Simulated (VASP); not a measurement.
# H in VASP: a series of runs

H is run at these levels: r2SCAN+D3(BJ); tasks: single point, molecular dynamics.

All numbers are computed with VASP 6.6.1; they aren't measurements. Logs are shortened: lines on timing, memory, paths and dates and some standing lists are left out, and cuts for length are marked.

## Step 1: The cell of the first run

The cell holds a disordered packing, 12 atoms: a = 5.646 Å, b = 5.646 Å, c = 5.646 Å, α = 90.00°, β = 90.00°, γ = 90.00°.

## Step 2: Single point, r2SCAN+D3(BJ)

File POSCAR:

```
H
1.0
    5.6462160000      0.0000000000      0.0000000000
    0.0000000000      5.6462160000      0.0000000000
    0.0000000000      0.0000000000      5.6462160000
H
12
Direct
    0.3634115308      0.9735369671      1.0287420814
    0.4285879251      0.8876918630      0.9549935745
    0.6871504739      0.2366894926      0.3854085639
    0.6510555034      0.3632698430      0.3645627443
    1.0025475469      0.1057699528      0.7896261850
    0.9445618092      0.0569230791      0.6884079532
    0.6847417810      0.5075080372      0.9515930669
    0.7463582690      0.5466670067      0.8507290546
    0.2739356766      0.3701239910      0.6678809312
    0.3421760698      0.4890354885      0.6862826360
    1.0661476642      1.0163621087      0.1165559376
    1.0270595386      1.0920765341      0.2148164364
```

File INCAR.step1:

```
PREC = Accurate
ENCUT = 520
ISMEAR = -1
SIGMA = 0.02
LREAL = F
LASPH = T
NELM = 60
NBANDS = 18
GGA = PE
ALGO = Normal
EDIFF = 1E-4
LWAVE = T
LCHARG = F
```

File INCAR.step2:

```
PREC = Accurate
ENCUT = 520
EDIFF = 1E-6
ISMEAR = -1
SIGMA = 0.02
LREAL = F
LASPH = T
NELM = 60
ALGO = Normal
ISIF = 2
LWAVE = F
LCHARG = F
METAGGA = R2SCAN
LMIXTAU = T
IVDW = 12
VDW_S6 = 1.0
VDW_S8 = 0.78981345
VDW_A1 = 0.49484001
VDW_A2 = 5.73083694
NBANDS = 18
ISTART = 1
```

File KPOINTS:

```
regular mesh
0
Gamma
  1 1 1
```

Potentials or basis: VASP PAW PBE potentials, release 64 (H).

Command:

```bash
cat potpaw_PBE.64/H/POTCAR > POTCAR
cp INCAR.step1 INCAR
mpirun -np 1 vasp_gam > vasp.out
cp INCAR.step2 INCAR
mpirun -np 1 vasp_gam > vasp.out
```

OUTCAR:

```text
PREC = Accurate
   ENCUT = 520
   EDIFF = 1E-6
   ISMEAR = -1
   LREAL = F
   LASPH = T
   NELM = 60
   ISIF = 2
   METAGGA = R2SCAN
   IVDW = 12
   ISTART = 1
 IVDW          = 12

 ion  position               nearest neighbor table
   1  0.363  0.974  0.029-   2 0.74
   2  0.429  0.888  0.955-   1 0.74
   3  0.687  0.237  0.385-   4 0.75
   4  0.651  0.363  0.365-   3 0.75
   5  0.003  0.106  0.790-   6 0.71
   6  0.945  0.057  0.688-   5 0.71
   7  0.685  0.508  0.952-   8 0.70
   8  0.746  0.547  0.851-   7 0.70
   9  0.274  0.370  0.668-  10 0.78
  10  0.342  0.489  0.686-   9 0.78
  11  0.066  0.016  0.117-  12 0.73
  12  0.027  0.092  0.215-  11 0.73

  LATTYP: Found a simple cubic cell.
 ALAT       =     5.6462160000

  Lattice vectors:

 A1 = (   5.6462160000,   0.0000000000,   0.0000000000)
 A2 = (   0.0000000000,   5.6462160000,   0.0000000000)
 A3 = (   0.0000000000,   0.0000000000,   5.6462160000)

Analysis of symmetry for initial positions (statically):
=====================================================================
 Subroutine PRICEL returns:
 Original cell was already a primitive cell.

 Routine SETGRP: Setting up the symmetry group for a
 simple cubic supercell.

 Subroutine GETGRP returns: Found  1 space group operations
 (whereof  1 operations were pure point group operations)
 out of a pool of 48 trial point group operations.

The static configuration has the point symmetry C_1 .

Analysis of symmetry for dynamics (positions and initial velocities):
=====================================================================
 Subroutine PRICEL returns:
 Original cell was already a primitive cell.

 Routine SETGRP: Setting up the symmetry group for a
 simple cubic supercell.

 Subroutine GETGRP returns: Found  1 space group operations
 (whereof  1 operations were pure point group operations)
 out of a pool of 48 trial point group operations.

The dynamic configuration has the point symmetry C_1 .

 Subroutine INISYM returns: Found  1 space group operations
 (whereof  1 operations are pure point group operations),
 and found     1 'primitive' translations

----------------------------------------------------------------------------------------

                                     Primitive cell

  volume of cell :     180.0000

  direct lattice vectors                    reciprocal lattice vectors
     5.646216000  0.000000000  0.000000000     0.177109767  0.000000000  0.000000000
     0.000000000  5.646216000  0.000000000     0.000000000  0.177109767  0.000000000
     0.000000000  0.000000000  5.646216000     0.000000000  0.000000000  0.177109767

  length of vectors
     5.646216000  5.646216000  5.646216000     0.177109767  0.177109767  0.177109767

  position of ions in fractional coordinates (direct lattice)
     0.363411531  0.973536967  0.028742081
     0.428587925  0.887691863  0.954993575
     0.687150474  0.236689493  0.385408564
     0.651055503  0.363269843  0.364562744
     0.002547547  0.105769953  0.789626185
     0.944561809  0.056923079  0.688407953
     0.684741781  0.507508037  0.951593067
     0.746358269  0.546667007  0.850729055
     0.273935677  0.370123991  0.667880931
     0.342176070  0.489035489  0.686282636
     0.066147664  0.016362109  0.116555938
     0.027059539  0.092076534  0.214816436

  ion indices of the primitive-cell ions
   primitive index   ion index
                 1           1
                 2           2
                 3           3
                 4           4
                 5           5
                 6           6
                 7           7
                 8           8
                 9           9
                10          10
                11          11
                12          12

----------------------------------------------------------------------------------------

 KPOINTS: regular mesh

Automatic generation of k-mesh.
 Grid dimensions read from file:
 generate k-points for:    1    1    1

 Generating k-lattice:

  Cartesian coordinates                     Fractional coordinates (reciprocal lattice)
     0.177109767  0.000000000  0.000000000     1.000000000  0.000000000  0.000000000
     0.000000000  0.177109767  0.000000000     0.000000000  1.000000000  0.000000000
     0.000000000  0.000000000  0.177109767     0.000000000  0.000000000  1.000000000

  Length of vectors
     0.177109767  0.177109767  0.177109767

  Shift w.r.t. Gamma in fractional coordinates (k-lattice)
     0.000000000  0.000000000  0.000000000

 Subroutine IBZKPT returns following result:
 ===========================================

 Found      1 irreducible k-points:

 Following reciprocal coordinates:
            Coordinates               Weight
  0.000000  0.000000  0.000000      1.000000
   k-points           NKPTS =      1   k-points in BZ     NKDIM =      1   number of bands    NBANDS=     18
   number of dos      NEDOS =    301   number of ions     NIONS =     12
   total plane-waves  NPLWV =  74088
   dimension x,y,z NGX =    42 NGY =   42 NGZ =   42
   dimension x,y,z NGXF=    84 NGYF=   84 NGZF=   84
   ions per type =              12
   NGX,Y,Z   is equivalent  to a cutoff of  12.37, 12.37, 12.37 a.u.
   NGXF,Y,Z  is equivalent  to a cutoff of  24.73, 24.73, 24.73 a.u.
 SYSTEM =  unknown system
   PREC   = accura    normal or accurate (medium, high low for compatibility)
   ISTART =      1    job   : 0-new  1-cont  2-samecut
   ICHARG =      0    charge: 1-file 2-atom 10-const
   ISPIN  =      1    spin polarized calculation?
   LNONCOLLINEAR =      F non collinear calculations
   LSORBIT =      F    spin-orbit coupling
   LASPH  =      T    aspherical Exc in radial PAW
   ENCUT  =  520.0 eV  38.22 Ry    6.18 a.u.  10.50 10.50 10.50*2*pi/ulx,y,z
   NELM   =     60;   NELMIN=  2; NELMDL=  0     # of ELM steps
   EDIFF  = 0.1E-05   stopping-criterion for ELM
   LREAL  =      F    real-space projection
   EDIFFG = 0.1E-04   stopping-criterion for IOM
   NSW    =      0    number of steps for IOM
   IBRION =     -1    ionic relax: 0-MD 1-quasi-New 2-CG
   NFREE  =      0    steps in history (QN), initial steepest desc. (CG)
   ISIF   =      2    stress and relaxation
   ISYM   =      2    0-nonsym 1-usesym 2-fastsym
   POTIM  = 0.5000    time-step for ionic-motion
   TEBEG  =    0.0;   TEEND  =   0.0 temperature during run
   PSTRESS=    0.0 pullay stress
   NELECT =      12.0000    total number of electrons
   NUPDOWN=      -1.0000    fix difference up-down
   EMIN   =  10.00;   EMAX   =-10.00  energy-range for DOS
   EFERMI =   0.00;   METHOD = LEGACY
   ISMEAR =    -1;   SIGMA  =   0.02  broadening in eV -4-tet -1-fermi 0-gaus
   EFERMI_NEDOS =   21; number of points for ismear=-14 and -15
   IALGO  =     38    algorithm
   IMIX   =      4    mixing-type and parameters
     AMIX     =   0.40;   BMIX     =  1.00
     AMIX_MAG =   1.60;   BMIX_MAG =  1.00
  volume/ion in A,a.u.               =      15.00       101.22
  Fermi-wavevector in a.u.,A,eV,Ry     =   0.663811  1.254421  5.995339  0.440645
  Thomas-Fermi vector in A             =   1.737305
   LORBIT       =      0    0 simple, 1 ext, 2 COOP (PROOUT), +10 PAW based schemes
   METAGGA = R2SCAN    functional components
   LHFCALC =     F    Hartree Fock is set to
   AEXX    =    0.0000 exact exchange contribution
   IVDW    =    12    specifies the selected vdW correction
   LEPSILON=     F    determine dielectric tensor
   LRPA    =     F    only Hartree local field effects (RPA)
 non-spin polarized calculation
  energy-cutoff  :      520.00
  volume of cell :      180.00
 maximum number of plane-waves:      2473
 NGX is ok and might be reduce to    42
   NGX = 21   NGY = 21   NGZ = 21

 number of electron      12.0000002 magnetization

 Free energy of the ion-electron system (eV)
  ---------------------------------------------------
  ext. energy  EPLUGINS =         0.00000000
  ---------------------------------------------------
  free energy    TOTEN  =       -40.88473577 eV

  energy without entropy =      -40.88473577  energy(sigma->0) =      -40.88473577

 E-fermi :  -8.2747     XC(G=0):  -4.3269

 val. band max:       -8.7507075449   @ k =   0.0000   0.0000   0.0000
 cond. band min:       1.1138235086   @ k =   0.0000   0.0000   0.0000
 fundamental gap:      9.8645310535
 Fermi energy:        -8.2747324496

 k-point     1 :       0.0000    0.0000    0.0000
  band No.  band energies     occupation
      1     -11.3781      2.00000
      2     -10.1813      2.00000
      3      -9.7061      2.00000
      4      -9.5433      2.00000
      5      -9.2310      2.00000
      6      -8.7507      2.00000
[... 10 lines left out ...]
     17       6.0583      0.00000
     18       6.4886      0.00000

------------------------ aborting loop because EDIFF is reached ----------------------------------------

 Edisp (eV)   -0.08781

 E8    (eV) :    -0.0107

  FORCE on cell =-STRESS in cart. coord.  units (eV):
  Direction    XX          YY          ZZ          XY          YZ          ZX
  --------------------------------------------------------------------------------------
  -------------------------------------------------------------------------------------
  Total       1.57399    -0.68160     2.81024    -0.28136    -0.00545    -0.52523
  in kB      14.01002    -6.06688    25.01389    -2.50442    -0.04853    -4.67508
  external pressure =       10.99 kB  Pullay stress =        0.00 kB

 VOLUME and BASIS-vectors are now :
 -----------------------------------------------------------------------------
  energy-cutoff  :      520.00
  volume of cell :      180.00
      direct lattice vectors                 reciprocal lattice vectors
     5.646216000  0.000000000  0.000000000     0.177109767  0.000000000  0.000000000
     0.000000000  5.646216000  0.000000000     0.000000000  0.177109767  0.000000000
     0.000000000  0.000000000  5.646216000     0.000000000  0.000000000  0.177109767

 POSITION                                       TOTAL-FORCE (eV/Angst)
 -----------------------------------------------------------------------------------
      2.05190      5.49680      0.16228         0.174309     -0.025387     -0.018181
      2.41990      5.01210      5.39210         0.121936     -0.079199     -0.087226
      3.87980      1.33640      2.17610        -0.136910      0.392783     -0.081336
      3.67600      2.05110      2.05840         0.116461     -0.443697      0.078039
      0.01438      0.59720      4.45840         0.333386      0.361773      0.544211
      5.33320      0.32140      3.88690        -0.465312     -0.363239     -0.735394
      3.86620      2.86550      5.37290        -0.689476     -0.433149      1.217088
      4.21410      3.08660      4.80340         0.783078      0.504477     -1.157732
      1.54670      2.08980      3.77100         0.638647      1.176120      0.135110
      1.93200      2.76120      3.87490        -0.708302     -1.145127     -0.203216
      0.37348      0.09238      0.65810        -0.116797     -0.045757      0.222804
      0.15278      0.51988      1.21290        -0.051020      0.100404      0.085834
 -----------------------------------------------------------------------------------
    total drift:                               -0.000064     -0.000456      0.000149

  FREE ENERGIE OF THE ION-ELECTRON SYSTEM (eV)
  ---------------------------------------------------
  free  energy   TOTEN  =       -40.9725461808 eV

  energy  without entropy=      -40.9725461808  energy(sigma->0) =      -40.97254618
```

Run time: 26 s. Hardware: 1 thread of Intel Xeon 6975P-C (Granite Rapids), shared host; peak memory 0.25 GiB.

Results:

```yaml
Free_energy: -40.9725 eV
Pressure: 1.1 GPa
Largest_force: 1.486 eV/Å
Dispersion_energy_per_atom: -0.007 eV
```

Forces on the atoms (eV/Å):
```
H    0.174 -0.025 -0.018
H    0.122 -0.079 -0.087
H   -0.137  0.393 -0.081
H    0.116 -0.444  0.078
H    0.333  0.362  0.544
H   -0.465 -0.363 -0.735
H   -0.689 -0.433  1.217
H    0.783  0.504 -1.158
H    0.639  1.176  0.135
H   -0.708 -1.145 -0.203
H   -0.117 -0.046  0.223
H   -0.051  0.100  0.086
```

Caveat: the k points lie up to 1.11 Å⁻¹ apart; the PAW data sets were made with another functional, which shifts forces and pressure a little.

## Step 3: Single point, r2SCAN+D3(BJ)

File POSCAR:

```
H
1.0
    5.6462160000      0.0000000000      0.0000000000
    0.0000000000      5.6462160000      0.0000000000
    0.0000000000      0.0000000000      5.6462160000
H
12
Direct
    0.3745694462      0.9042516262      1.0197980382
    0.4043947309      0.9065363422      0.8876741520
    0.6339289889      0.2489100665      0.2851998577
    0.7001857527      0.2127442521      0.3783418842
    0.9084314167      0.1812718465      0.6866191446
    0.9438179482      0.0676205090      0.6342654975
    0.5790958050      0.5072246616      0.8595668320
    0.5755004768      0.6037317736      0.9289761497
    0.3827696284      0.4380278757      0.5899703447
    0.2940553461      0.3327715412      0.5963994293
    1.0678302070      1.1030750506      0.1378976646
    1.1307395962      1.1149945379      0.2474931884
```

File INCAR.step1:

```
PREC = Accurate
ENCUT = 520
ISMEAR = -1
SIGMA = 0.02
LREAL = False
LASPH = True
NELM = 100
NBANDS = 18
GGA = PE
ALGO = Normal
EDIFF = 1E-4
LWAVE = True
LCHARG = False
```

File INCAR.step2:

```
PREC = Accurate
ENCUT = 520
EDIFF = 1E-6
ISMEAR = -1
SIGMA = 0.02
LREAL = False
LASPH = True
NELM = 100
ALGO = Normal
ISIF = 2
LWAVE = False
LCHARG = False
METAGGA = R2SCAN
LMIXTAU = True
IVDW = 12
VDW_S6 = 1.0
VDW_S8 = 0.78981345
VDW_A1 = 0.49484001
VDW_A2 = 5.73083694
NBANDS = 18
ISTART = 1
```

File KPOINTS:

```
Automatic mesh
0
Gamma
  1 1 1
```

Potentials or basis: VASP PAW PBE potentials, release 64 (H).

Command:

```bash
cat potpaw_PBE.64/H/POTCAR > POTCAR
cp INCAR.step1 INCAR
mpirun -np 1 vasp_gam > vasp.out
cp INCAR.step2 INCAR
mpirun -np 1 vasp_gam > vasp.out
```

Wall time 23 s (1 thread of Intel Xeon 6975P-C (Granite Rapids), shared host); peak memory 0.25 GiB.

Results (log left out):

| Property | Result |
| --- | --- |
| Free energy | -40.7385 eV |
| Pressure | 2.0 GPa |
| Largest force | 3.110 eV/Å |
| Dispersion energy per atom | -0.007 eV |

Forces in eV/Å, atoms in the order of the input:
```
H    0.178  0.117 -0.939
H   -0.236  0.093  0.862
H   -1.579  0.863 -2.227
H    1.476 -0.831  2.083
H   -0.028  0.117  0.129
H    0.039 -0.203  0.037
H    0.281 -2.581 -1.712
H    0.103  2.371  1.835
H   -0.938 -0.984 -0.027
H    0.736  0.965 -0.095
H   -0.408 -0.055 -0.628
H    0.375  0.128  0.682
```

Stress tensor (GPa, compression positive):
```
 1.69 -1.21  0.98
-1.21  1.74  0.94
 0.98  0.94  2.59
```

Levels at points of the mesh, in eV from the Fermi level:
| k point | band 2 | band 3 | band 4 | band 5 | band 6 | band 7 | band 8 | band 9 | band 10 | band 11 |
| --- | --- | --- | --- | --- | --- | --- | --- | --- | --- | --- |
| (0.00, 0.00, 0.00) | -2.23 | -1.72 | -1.26 | -1.02 | -0.51 | 9.74 | 10.31 | 10.41 | 11.03 | 11.40 |

Caveat: the k points lie up to 1.11 Å⁻¹ apart; the PAW data sets were made with another functional, which shifts forces and pressure a little.

## Step 4: Single point, r2SCAN+D3(BJ)

File POSCAR:

```
H
1.0
    5.6462160000      0.0000000000      0.0000000000
    0.0000000000      5.6462160000      0.0000000000
    0.0000000000      0.0000000000      5.6462160000
H
12
Direct
    0.3242171394      0.8543598049      0.8808731370
    0.3621717625      0.8891441631      0.7642994884
    0.5598793953      0.2307917373      0.1833086088
    0.6259059165      0.1564233462      0.2669221298
    0.8829630322      0.1224891148      0.6011636820
    0.9711991181      0.0715346349      0.6901082070
    0.6831123712      0.4744770657      0.8181408575
    0.6263841128      0.5532377791      0.8942980573
    0.2662845346      0.3637303284      0.5405035868
    0.3935910351      0.3785721269      0.5000340051
    1.1003121383      1.0444871397      0.2329170545
    1.1895046169      0.9820205249      0.1684490994
```

INCAR.step1 is that of step 3.

INCAR.step2: that of step 3 with these lines changed.

```diff
@@ -2,3 +2,3 @@
 ENCUT = 520
-EDIFF = 1E-6
+EDIFF = 1E-7
 ISMEAR = -1
```

KPOINTS is that of step 3.

Command:

```bash
cat potpaw_PBE.64/H/POTCAR > POTCAR
cp INCAR.step1 INCAR
mpirun -np 1 vasp_gam > vasp.out
cp INCAR.step2 INCAR
mpirun -np 1 vasp_gam > vasp.out
```

Wall time 32 s (1 thread of Intel Xeon 6975P-C (Granite Rapids), shared host); peak memory 0.25 GiB.

It converged, with:

* Free energy: -41.0682 eV
* Pressure: 1.2 GPa
* Largest force: 1.833 eV/Å
* Dispersion energy per atom: -0.007 eV

Forces on the atoms (eV/Å):
```
H   -0.200 -0.234  0.630
H    0.249  0.194 -0.717
H    0.009  0.071 -0.141
H    0.128 -0.134  0.065
H    0.495 -0.298  0.544
H   -0.562  0.298 -0.540
H    0.897 -1.166 -1.094
H   -0.791  1.179  1.121
H    0.604  0.131 -0.177
H   -0.734 -0.019  0.231
H   -0.654  0.427  0.469
H    0.558 -0.450 -0.390
```

Stress tensor (GPa, compression positive):
```
 0.97 -0.61 -0.97
-0.61  0.94  0.71
-0.97  0.71  1.68
```

Levels at points of the mesh, in eV from the Fermi level:
| k point | band 4 | band 5 | band 6 | band 7 | band 8 | band 9 |
| --- | --- | --- | --- | --- | --- | --- |
| (0.00, 0.00, 0.00) | -1.04 | -0.71 | -0.54 | 9.75 | 10.64 | 10.87 |

Caveat: the k points lie up to 1.11 Å⁻¹ apart; the PAW data sets were made with another functional, which shifts forces and pressure a little.

(Part 1 of 2 ends here.)
